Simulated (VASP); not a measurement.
Crystal: Ag.

```xyz
1
Lattice="0.0000 2.0010 2.0010 2.0010 0.0000 2.0010 2.0010 2.0010 0.0000" Properties=species:S:1:pos:R:3 pbc="T T T"
Ag    0.0000    0.0000    0.0000
```

Base run:

* Program: VASP 6.6.1
* Functional: r2SCAN
* Potentials or basis: VASP PAW PBE potentials, release 64 (Ag)
* Cutoff: 520 eV
* k mesh: 11 × 11 × 11
* Occupations: fermi-dirac, width 0.05 eV
* Spin: no spin polarisation

Its results: pressure 9.6 GPa.

Question: The run is repeated on the same cell with these changes: functional from r2SCAN to PBE; dispersion from none to D3(BJ). What comes out?

Answer: Pressure 6.2 GPa.

Several settings changed at once, so the effect can't be laid on one alone.

Caveats: the PAW data sets were made with another functional, which shifts forces and pressure a little (some runs); pairwise dispersion overbinds metals, which lowers pressure and volume (some runs).
